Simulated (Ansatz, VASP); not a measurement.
## One calculation of Cs, two programs

Contents of INCAR:

```
PREC = Accurate
ENCUT = 520
EDIFF = 1E-6
ISMEAR = 0
SIGMA = 0.15
LREAL = False
LASPH = True
NELM = 100
ALGO = Normal
ISIF = 2
LWAVE = False
LCHARG = True
GGA = PS
LELF = True
LVHAR = True
NBANDS = 16
```

Contents of KPOINTS:

```
regular mesh
0
Gamma
  12 12 6
```

The input POSCAR:

```
Cs
1.0
    5.3387975146      0.0000000000      0.0000000000
   -2.6693987573      4.6235342733      0.0000000000
    0.0000000000      0.0000000000      8.8428376252
Cs
2
Direct
    0.3333333333      0.6666666667      0.2500000000
    0.6666666667      0.3333333333      0.7500000000
```

Input for Ansatz:

```yaml
crystal:
  lattice:
    - [5.3387975146, 0.0, 0.0]
    - [-2.6693987573, 4.6235342733, 0.0]
    - [0.0, 0.0, 8.8428376252]
  atoms:
    - { symbol: Cs, position: [0.3333333333, 0.6666666667, 0.25] }
    - { symbol: Cs, position: [0.6666666667, 0.3333333333, 0.75] }
basis:
  ecutwfc: 420
kpoints:
  mp_grid: { grid: [12, 12, 6] }
hamiltonian:
  xc: pbesol
scf:
  occupations: { method: gaussian, width: 0.15 }
output:
  forces: true
  stress: true
  eigenvalues: true
  write_density: true
  write_potential: true
  elf: true
  volumetric_format: npy
```

Alike in both runs: task single point; functional PBEsol; k mesh 12 × 12 × 6; occupations gaussian, width 0.15 eV; no spin polarisation.

|  | VASP | Ansatz |
| --- | --- | --- |
| version | VASP 6.6.1 | Ansatz 0.2.0 |
| potentials or method | VASP PAW PBE potentials, release 64 (Cs_sv), cutoff 520 eV | scalar-relativistic, plane waves, PAW |
| valence electrons in the cell | 18 | 18 |

|  | VASP | Ansatz | Ansatz less VASP |
| --- | --- | --- | --- |
| gap on the k mesh at the Fermi level (eV) | none | none | - |
| pressure (GPa) | 0.0 | 0.0 | +0.01 |

VASP's potentials were made for PBE, not for PBEsol. A gap of «none» marks a metal or a gap that the smearing closes.

Spin-orbit coupling is off throughout.
